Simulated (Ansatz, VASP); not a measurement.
## Two plane-wave programs on SiNi

```
Ni Si
1.0
     0.00000    2.37031    2.37031
     2.37031    0.00000    2.37031
     2.37031    2.37031    0.00000
Ni Si
1 1
Direct
  0.00000 0.00000 0.00000
  0.50000 0.50000 0.50000
```

Alike in both runs: functional PBE; k mesh 15 × 15 × 15; occupations fermi-dirac, width 0.1 eV; no spin polarisation.

Ansatz relaxed the structure, and its values are those at the end. VASP's run is a single point on that final structure, the one shown.

|  | VASP | Ansatz |
| --- | --- | --- |
| version | VASP 6.6.1 | Ansatz 0.2.0 |
| potentials or method | VASP PAW PBE potentials, release 64 (Ni, Si) | PAW with Ansatz's default frozen-core files, scalar-relativistic |
| plane-wave cutoff (eV) | 520 | 420 |
| valence electrons in the cell | 14 | 22 |

```tsv
	VASP	Ansatz	Ansatz less VASP
pressure (GPa)	0.0	0.0	0.00
```

The functional is the same, so the differences come from potentials, cutoffs and numerics. VASP's potentials hold 14 valence electrons a cell and Ansatz's 22, so a difference there can come from the potentials and not from the codes.
